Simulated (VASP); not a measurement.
# H in VASP: a series of runs

Aim: see how the results for H move with the level of theory and the settings. Levels: PBE, BLYP+D3(BJ), PBEsol. Tasks: single point.

All numbers are computed with VASP 6.6.1; they aren't measurements. Logs are shortened: lines on timing, memory, paths and dates and some standing lists are left out, and cuts for length are marked.

**1. The cell of the first run**

The structure is tetragonal, space group I4/mmm (No. 139). The conventional cell has a = 3.383 Å, b = 3.383 Å, c = 4.117 Å, α = 90.00°, β = 90.00°, γ = 90.00°. Within 1.0 Å of H (site symmetry 4mm) lie 1 H at 0.74 Å.

**2. Single point, PBE**

INCAR reads:

```
PREC = Accurate
ENCUT = 520
EDIFF = 1E-6
ISMEAR = -1
SIGMA = 0.05
LREAL = F
LASPH = T
NELM = 60
ALGO = Normal
ISIF = 2
LWAVE = F
LCHARG = F
GGA = PE
NBANDS = 8
```

KPOINTS reads:

```
regular mesh
0
Gamma
  11 11 11
```

POSCAR reads:

```
H
1.0
   -1.6915344700      1.6915344700      2.0584739900
    1.6915344700     -1.6915344700      2.0584739900
    1.6915344700      1.6915344700     -2.0584739900
H
2
Direct
    0.0901377100      0.0901377100      0.0000000000
    0.9098622900      0.9098622900      0.0000000000
```

Potentials or basis: VASP PAW PBE potentials, release 64 (H).

Run with:

```bash
$ cat potpaw_PBE.64/H/POTCAR > POTCAR
$ mpirun -np 1 vasp_std > vasp.out
```

OUTCAR:

```text
PREC = Accurate
   ENCUT = 520
   EDIFF = 1E-6
   ISMEAR = -1
   LREAL = F
   LASPH = T
   NELM = 60
   ISIF = 2
   GGA = PE

 ion  position               nearest neighbor table
   1  0.090  0.090  0.000-   2 0.74
   2  0.910  0.910  0.000-   1 0.74

  LATTYP: Found a body centered tetragonal cell.
 ALAT       =     3.3830689400
 C/A-ratio  =     1.2169270130

  Lattice vectors:

 A1 = (  -1.6915344700,   1.6915344700,   2.0584739900)
 A2 = (   1.6915344700,  -1.6915344700,   2.0584739900)
 A3 = (   1.6915344700,   1.6915344700,  -2.0584739900)

Analysis of symmetry for initial positions (statically):
=====================================================================
 Subroutine PRICEL returns:
 Original cell was already a primitive cell.

 Routine SETGRP: Setting up the symmetry group for a
 body centered tetragonal supercell.

 Subroutine GETGRP returns: Found 16 space group operations
 (whereof 16 operations were pure point group operations)
 out of a pool of 16 trial point group operations.

The static configuration has the point symmetry D_4h.

Analysis of symmetry for dynamics (positions and initial velocities):
=====================================================================
 Subroutine PRICEL returns:
 Original cell was already a primitive cell.

 Routine SETGRP: Setting up the symmetry group for a
 body centered tetragonal supercell.

 Subroutine GETGRP returns: Found 16 space group operations
 (whereof 16 operations were pure point group operations)
 out of a pool of 16 trial point group operations.

The dynamic configuration has the point symmetry D_4h.

 Subroutine INISYM returns: Found 16 space group operations
 (whereof 16 operations are pure point group operations),
 and found     1 'primitive' translations

----------------------------------------------------------------------------------------

                                     Primitive cell

  volume of cell :      23.5596

  direct lattice vectors                    reciprocal lattice vectors
    -1.691534470  1.691534470  2.058473990     0.000000000  0.295589602  0.242898381
     1.691534470 -1.691534470  2.058473990     0.295589602  0.000000000  0.242898381
     1.691534470  1.691534470 -2.058473990     0.295589602  0.295589602  0.000000000

  length of vectors
     3.155929799  3.155929799  3.155929799     0.382587031  0.382587031  0.418026823

  position of ions in fractional coordinates (direct lattice)
     0.090137710  0.090137710  0.000000000
     0.909862290  0.909862290  0.000000000

  ion indices of the primitive-cell ions
   primitive index   ion index
                 1           1
                 2           2

----------------------------------------------------------------------------------------

 KPOINTS: regular mesh

Automatic generation of k-mesh.
 Grid dimensions read from file:
 generate k-points for:   11   11   11

 Generating k-lattice:

  Cartesian coordinates                     Fractional coordinates (reciprocal lattice)
     0.000000000  0.026871782  0.022081671     0.090909091  0.000000000  0.000000000
     0.026871782  0.000000000  0.022081671     0.000000000  0.090909091  0.000000000
     0.026871782  0.026871782  0.000000000     0.000000000  0.000000000  0.090909091

  Length of vectors
     0.034780639  0.034780639  0.038002438

  Shift w.r.t. Gamma in fractional coordinates (k-lattice)
     0.000000000  0.000000000  0.000000000

 Subroutine IBZKPT returns following result:
 ===========================================

 Found    126 irreducible k-points:

 Following reciprocal coordinates:
            Coordinates               Weight
  0.000000  0.000000  0.000000      1.000000
  0.090909  0.000000 -0.000000      8.000000
  0.181818  0.000000  0.000000      8.000000
  0.272727  0.000000  0.000000      8.000000
  0.363636 -0.000000  0.000000      8.000000
  0.454545  0.000000 -0.000000      8.000000
[... 16 lines left out ...]
 -0.272727  0.181818 -0.000000     16.000000
 -0.181818  0.181818  0.000000      4.000000
 [... further k-points ...]
   k-points           NKPTS =    126   k-points in BZ     NKDIM =    126   number of bands    NBANDS=      8
   number of dos      NEDOS =    301   number of ions     NIONS =      2
   total plane-waves  NPLWV =  13824
   dimension x,y,z NGX =    24 NGY =   24 NGZ =   24
   dimension x,y,z NGXF=    48 NGYF=   48 NGZF=   48
   ions per type =               2
   NGX,Y,Z   is equivalent  to a cutoff of  12.64, 12.64, 12.64 a.u.
   NGXF,Y,Z  is equivalent  to a cutoff of  25.29, 25.29, 25.29 a.u.
 SYSTEM =  unknown system
   PREC   = accura    normal or accurate (medium, high low for compatibility)
   ISTART =      0    job   : 0-new  1-cont  2-samecut
   ICHARG =      2    charge: 1-file 2-atom 10-const
   ISPIN  =      1    spin polarized calculation?
   LNONCOLLINEAR =      F non collinear calculations
   LSORBIT =      F    spin-orbit coupling
   LASPH  =      T    aspherical Exc in radial PAW
[... 65 lines left out ...]
      8      18.9774      0.00000

 k-point     2 :       0.0909    0.0000   -0.0000
  band No.  band energies     occupation
      1     -10.4229      2.00000
      2       4.9702      0.00000
      3       9.1308      0.00000
      4      14.3556      0.00000
      5      14.6996      0.00000
      6      17.5755      0.00000
      7      18.0599      0.00000
      8      18.6268      0.00000

 k-point     3 :       0.1818    0.0000    0.0000
  band No.  band energies     occupation
      1     -10.1395      2.00000
      2       3.8847      0.00000
      3       9.4245      0.00000
      4      12.5989      0.00000
      5      13.7224      0.00000
      6      17.5625      0.00000
      7      18.2010      0.00000
      8      18.6332      0.00000

 k-point     4 :       0.2727    0.0000    0.0000
  band No.  band energies     occupation
      1      -9.7279      2.00000
      2       2.6296      0.00000
      3       9.4601      0.00000
      4      11.3231      0.00000
      5      12.9499      0.00000
      6      16.4332      0.00000
      7      17.4840      0.00000
      8      19.9174      0.00000

 k-point     5 :       0.3636   -0.0000    0.0000
  band No.  band energies     occupation
      1      -9.2954      2.00000
      2       1.5264      0.00000
      3       9.1471      0.00000
      4      10.7814      0.00000
      5      12.4409      0.00000
      6      15.5835      0.00000
      7      17.2204      0.00000
      8      19.4701      0.00000

 k-point     6 :       0.4545    0.0000   -0.0000
  band No.  band energies     occupation
      1      -9.0052      2.00000
      2       0.8678      0.00000
      3       8.8494      0.00000
      4      10.6457      0.00000
      5      12.1920      0.00000
      6      15.1408      0.00000
      7      17.4911      0.00000
      8      18.3693      0.00000

 k-point     7 :       0.0909    0.0909   -0.0000
  band No.  band energies     occupation
      1     -10.2458      2.00000
      2       4.1541      0.00000
      3       9.8573      0.00000
      4      12.4585      0.00000
      5      14.1570      0.00000
      6      17.5625      0.00000
      7      17.8961      0.00000
      8      18.7967      0.00000
[... 133 lines left out ...]
 k-point    20 :       0.4545    0.1818   -0.0000
  band No.  band energies     occupation
      1      -8.8406      2.00000
      2       1.3997      0.00000
      3       6.1968      0.00000
      4       9.8556      0.00000
      5      12.1936      0.00000
      6      16.0216      0.00000
      7      18.9615      0.00000
      8      22.2746      0.00000

 k-point    21 :      -0.4545    0.1818    0.0000
  band No.  band energies     occupation
      1      -9.0544      2.00000
      2       1.9430      0.00000
      3       6.4894      0.00000
      4       9.9121      0.00000
      5      11.9294      0.00000
      6      16.2912      0.00000
      7      19.3352      0.00000
      8      19.7089      0.00000

 k-point    22 :      -0.3636    0.1818   -0.0000
  band No.  band energies     occupation
      1      -9.4215      2.00000
      2       2.8185      0.00000
      3       7.0238      0.00000
      4      10.3879      0.00000
      5      12.1109      0.00000
      6      16.8591      0.00000
      7      17.0998      0.00000
      8      20.0538      0.00000

 k-point    23 :      -0.2727    0.1818   -0.0000
  band No.  band energies     occupation
      1      -9.7994      2.00000
      2       3.7803      0.00000
      3       7.4230      0.00000
      4      11.6186      0.00000
      5      12.8002      0.00000
      6      15.1887      0.00000
      7      17.5451      0.00000
      8      20.6843      0.00000

 k-point    24 :      -0.1818    0.1818    0.0000
  band No.  band energies     occupation
      1     -10.0798      2.00000
      2       4.4695      0.00000
      3       7.7378      0.00000
      4      13.2424      0.00000
      5      13.9129      0.00000
      6      14.4210      0.00000
      7      17.6835      0.00000
      8      20.0845      0.00000

 [... further k-points ...]

------------------------ aborting loop because EDIFF is reached ----------------------------------------

  FORCE on cell =-STRESS in cart. coord.  units (eV):
  Direction    XX          YY          ZZ          XY          YZ          ZX
  --------------------------------------------------------------------------------------
  -------------------------------------------------------------------------------------
  Total        0.0274258      0.0274258      0.2218359      0.0000000      0.0000000      0.0000000
  in kB        1.8651019      1.8651019     15.0860426      0.0000000      0.0000000      0.0000000
  external PRESSURE =       6.2720821 kB  Pullay stress =       0.0000000 kB

 VOLUME and BASIS-vectors are now :
 -----------------------------------------------------------------------------
  energy-cutoff  :      520.00
  volume of cell :       23.56
      direct lattice vectors                 reciprocal lattice vectors
    -1.691534470  1.691534470  2.058473990     0.000000000  0.295589602  0.242898381
     1.691534470 -1.691534470  2.058473990     0.295589602  0.000000000  0.242898381
     1.691534470  1.691534470 -2.058473990     0.295589602  0.295589602  0.000000000

 POSITION                                       TOTAL-FORCE (eV/Angst)
 -----------------------------------------------------------------------------------
      0.00000      0.00000      0.37109         0.000000      0.000000      0.263707
      0.00000      0.00000      3.74586        -0.000000     -0.000000     -0.263707
 -----------------------------------------------------------------------------------
    total drift:                               -0.000000      0.000000     -0.000000

  FREE ENERGIE OF THE ION-ELECTRON SYSTEM (eV)
  ---------------------------------------------------
  free  energy   TOTEN  =        -6.7811743525 eV

  energy  without entropy=       -6.7811743524  energy(sigma->0) =       -6.78117435
```

Run time: 8.9 s. Hardware: 1 thread of Intel Xeon Platinum 8375C at 2.90GHz (Ice Lake), shared host; peak memory 0.13 GiB.

What came out:

| Property | Result |
| --- | --- |
| Free energy | -6.7812 eV |
| Pressure | 0.6 GPa |
| Largest force | 0.264 eV/Å |
| Band gap on the k mesh | 9.05 eV, indirect (least direct gap 9.84 eV) |

Forces in eV/Å, atoms in the order of the input:
```
H    0.000  0.000  0.264
H    0.000  0.000 -0.264
```

Stress tensor (GPa, compression positive):
```
0.19 0.00 0.00
0.00 0.19 0.00
0.00 0.00 1.51
```

**3. Single point, BLYP+D3(BJ), collinear spin, antiferromagnetic start**

INCAR reads:

```
SYSTEM = H
  PREC = Accurate
  ENCUT = 520
  EDIFF = 1E-6
  ISMEAR = -1
  SIGMA = 0.15
  LREAL = .False.
  LASPH = .True.
  NELM = 150
  ALGO = Normal
  ISIF = 2
  LWAVE = .False.
  LCHARG = .True.
  ISPIN = 2
  MAGMOM = 0.5 -0.5
  LORBIT = 11
  GGA = B5
  ALDAX = 1.0
  AGGAX = 1.0
  AGGAC = 1.0
  ALDAC = 0.0
  IVDW = 12
  VDW_S6 = 1.0
  VDW_S8 = 2.6996
  VDW_A1 = 0.4298
  VDW_A2 = 4.2359
  LELF = .True.
  LVHAR = .True.
  NBANDS = 12
```

KPOINTS reads:

```
regular mesh
0
Gamma
  11 11 11
  0 0 0
```

POSCAR is that of step 2.

Potentials or basis: VASP PAW PBE potentials, release 64 (H).

Run with:

```bash
$ cat potpaw_PBE.64/H/POTCAR > POTCAR
$ mpirun -np 1 vasp_std > vasp.out
```

Run time: 39 s. Hardware: 1 thread of AMD EPYC 9R14 (Zen 4), shared host; peak memory 0.15 GiB.

It converged, with:

```
Free energy                                           : -6.8351 eV
Pressure                                              : 0.0 GPa
Largest force                                         : 0.069 eV/Å
Band gap on the k mesh                                : 9.14 eV, indirect (least direct gap 9.93 eV)
Net moment                                            : 0.00 μB per cell
Valence electrons inside the program's atomic spheres : H 0.65
Dispersion energy per atom                            : -0.031 eV
```

Forces in eV/Å, atoms in the order of the input:
```
H    0.000  0.000  0.069
H    0.000  0.000 -0.069
```

Stress tensor (GPa, compression positive):
```
-0.11  0.00  0.00
 0.00 -0.11  0.00
 0.00  0.00  0.24
```

Levels at points of the mesh, in eV from the valence-band top:
Spin up:
```csv
k point,band 1,band 2,band 3,band 4,band 5,band 6
"(0.00, 0.00, 0.00)",-2.32,13.78,17.06,23.59,23.59,25.59
```
Spin down:
```tsv
k point	band 1	band 2	band 3	band 4	band 5
(0.00, 0.00, 0.00)	-2.32	13.78	17.06	23.59	23.59
```

Caveat: three body term missing; the PAW data sets were made with another functional, which shifts forces and pressure a little.

**4. Single point, PBEsol**

INCAR reads:

```
ALGO     = Normal         # electronic algorithm
EDIFF    = 1E-6           # SCF threshold, eV
ENCUT    = 520            # plane-wave cutoff, eV
GGA      = PS             # functional
ISIF     = 2              # what is computed and relaxed
ISMEAR   = -1             # smearing method
LASPH    = True           # aspherical terms in the spheres
LCHARG   = True           # write CHGCAR
LELF     = True           # ELF
LREAL    = False          # projectors in reciprocal space
LVHAR    = True         
LWAVE    = False          # write WAVECAR
NBANDS   = 8              # bands
NELM     = 60             # most SCF steps
PREC     = Accurate       # precision mode
SIGMA    = 0.05           # smearing width, eV
```

KPOINTS reads:

```
k-points
0
Gamma
  7 7 7
```

POSCAR reads:

```
H
1.0
   -1.6915344700      1.6915344700      2.0584739900
    1.6915344700     -1.6915344700      2.0584739900
    1.6915344700      1.6915344700     -2.0584739900
H
2
Direct
    0.0961830000      0.0949540000      0.0224580000
    0.9170920000      0.8909110000      0.0100700000
```

Run with:

```bash
$ cat potpaw_PBE.64/H/POTCAR > POTCAR
$ mpirun -np 1 vasp_std > vasp.out
```

It took 56 s on 1 thread of AMD EPYC 7R13, shared host; peak memory 0.11 GiB.

It converged, with:

```yaml
Free_energy: -6.5254 eV
Pressure: -0.4 GPa
Largest_force: 0.209 eV/Å
Band_gap_on_the_k_mesh: 8.61 eV, indirect (least direct gap 9.37 eV)
```

Forces on the atoms (eV/Å):
```
H   -0.021  0.007 -0.208
H    0.021 -0.007  0.208
```

Stress tensor (GPa, compression positive):
```
-0.08  0.00 -0.11
 0.00 -0.06  0.04
-0.11  0.04 -1.12
```

Levels at points of the mesh, in eV from the valence-band top:
```csv
k point,band 1,band 2,band 3,band 4,band 5
"(0.00, 0.00, 0.00)",-2.45,13.51,16.64,23.25,23.26
```

Caveat: the PAW data sets were made with another functional, which shifts forces and pressure a little. A k mesh can miss the band edges.

**5. Single point, PBE**

This run uses another cell than the first one, of 3.65 Å³/atom, 0.310 times its volume.

INCAR reads:

```
PREC = Accurate
ENCUT = 520
EDIFF = 1E-6
ISMEAR = -1
SIGMA = 0.05
LREAL = F
LASPH = T
NELM = 100
ALGO = Normal
ISIF = 2
LWAVE = F
LCHARG = T
GGA = PE
LELF = T
LVHAR = T
NBANDS = 8
```

KPOINTS reads:

```
regular mesh
0
Gamma
  11 11 11
```

POSCAR reads:

```
H
1.0
   -1.0867070908      1.0867070908      1.5438215560
    1.0867070908     -1.0867070908      1.5438215560
    1.0867070908      1.0867070908     -1.5438215560
H
2
Direct
    0.1195466002      0.1195466002      0.0000000000
    0.8804533998      0.8804533998      0.0000000000
```

Run with:

```bash
$ cat potpaw_PBE.64/H/POTCAR > POTCAR
$ mpirun -np 1 vasp_std > vasp.out
```

Run time: 3.3 s. Hardware: 1 thread of Intel Xeon Platinum 8259CL at 2.50GHz (Skylake/Cascade Lake), shared host; peak memory 0.11 GiB.

The run converged. Its results:

| Quantity | Value |
| --- | --- |
| Free energy | -6.2059 eV |
| Pressure | 29.2 GPa |
| Largest force | 0.012 eV/Å |
| Band gap on the k mesh | 5.67 eV, indirect (least direct gap 5.99 eV) |

Forces on the atoms (eV/Å):
```
H    0.000  0.000 -0.012
H    0.000  0.000  0.012
```

Stress tensor (GPa, compression positive):
```
29.35  0.00  0.00
 0.00 29.35  0.00
 0.00  0.00 28.98
```

Levels at points of the mesh, in eV from the valence-band top:
| k point | band 1 | band 2 | band 3 | band 4 | band 5 |
| --- | --- | --- | --- | --- | --- |
| (0.00, 0.00, 0.00) | -11.16 | 26.60 | 27.21 | 39.74 | 39.74 |

A k mesh can miss the band edges. PBE gaps usually lie below the measured ones, often by a third to a half.

**6. Single point, PBE**

This run uses another cell than the first one, of 4.18 Å³/atom, 0.355 times its volume.

INCAR reads:

```
PREC     = Accurate       # precision mode
ENCUT    = 520            # plane-wave cutoff, eV
EDIFF    = 1E-7           # SCF threshold, eV
ISMEAR   = -1             # smearing method
SIGMA    = 0.05           # smearing width, eV
LREAL    = False          # projectors in reciprocal space
LASPH    = True           # aspherical terms in the spheres
NELM     = 80             # most SCF steps
ALGO     = Normal         # electronic algorithm
ISIF     = 2              # what is computed and relaxed
LWAVE    = False          # write WAVECAR
LCHARG   = False          # write CHGCAR
GGA      = PE             # functional
NBANDS   = 8              # bands
```

KPOINTS is that of step 5.

POSCAR reads:

```
H
1.0
   -1.1391877030      1.1391877030      1.6113398942
    1.1391877030     -1.1391877030      1.6113398942
    1.1391877030      1.1391877030     -1.6113398942
H
2
Direct
    0.1149199428      0.1149199428      0.0000000000
    0.8850800572      0.8850800572      0.0000000000
```

Potentials or basis: VASP PAW PBE potentials, release 64 (H).

Run with:

```bash
$ cat potpaw_PBE.64/H/POTCAR > POTCAR
$ mpirun -np 1 vasp_std > vasp.out
```

Run time: 6.7 s. Hardware: 1 thread of Intel Xeon Platinum 8259CL at 2.50GHz (Skylake/Cascade Lake), shared host; peak memory 0.11 GiB.

It converged, with:

* Free energy: -6.3701 eV
* Pressure: 19.3 GPa
* Largest force: 0.014 eV/Å
* Band gap on the k mesh: 6.34 eV, indirect (least direct gap 6.64 eV)

Forces in eV/Å, atoms in the order of the input:
```
H    0.000  0.000 -0.014
H    0.000  0.000  0.014
```

Stress tensor (GPa, compression positive):
```
19.47  0.00  0.00
 0.00 19.47  0.00
 0.00  0.00 19.10
```

Levels at points of the mesh, in eV from the valence-band top:
| k point | band 1 | band 2 | band 3 | band 4 |
| --- | --- | --- | --- | --- |
| (0.00, 0.00, 0.00) | -9.54 | 24.81 | 25.03 | 37.14 |

**7. The runs side by side**

```tsv
level	spin	cell	k mesh	smearing	gap on the mesh (eV)	pressure (GPa)	largest force (eV/Å)
PBE	off	a = 3.156 Å, angles 115.2, 115.2, 98.6°, 2 atoms	11 × 11 × 11	fermi-dirac 0.05 eV	9.05	0.6	0.26
BLYP+D3(BJ)	collinear, antiferromagnetic start	a = 3.156 Å, angles 115.2, 115.2, 98.6°, 2 atoms	11 × 11 × 11	fermi-dirac 0.15 eV	9.14	0.0	0.07
PBEsol	off	a = 3.156 Å, angles 115.2, 115.2, 98.6°, 2 atoms	7 × 7 × 7	fermi-dirac 0.05 eV	8.61	-0.4	0.21
PBE	off	a = 2.178 Å, angles 120.2, 120.2, 89.7°, 2 atoms	11 × 11 × 11	fermi-dirac 0.05 eV	5.67	29.2	0.01
PBE	off	a = 2.279 Å, angles 120.0, 120.0, 90.0°, 2 atoms	11 × 11 × 11	fermi-dirac 0.05 eV	6.34	19.3	0.01
```

Some of these runs hold the atoms at other places in the same cell, which the table doesn't show; runs alike in all that it shows share one row.

Alike in all rows: task single point; potentials or basis VASP PAW PBE potentials, release 64 (H); cutoff (eV) 520.

On the cell as given the gap runs from 8.61 eV (PBEsol) to 9.14 eV (BLYP+D3(BJ)); the meshes differ, which moves gaps too. The pressure there spans -0.4 GPa (PBEsol) to 0.6 GPa (PBE); a positive pressure means that this level wants a larger cell, a negative one a smaller.

Caveats: the PAW data sets were made with another functional, which shifts forces and pressure a little (some runs); three body term missing (some runs).

Absolute energies hang on the potentials; compare differences alone.
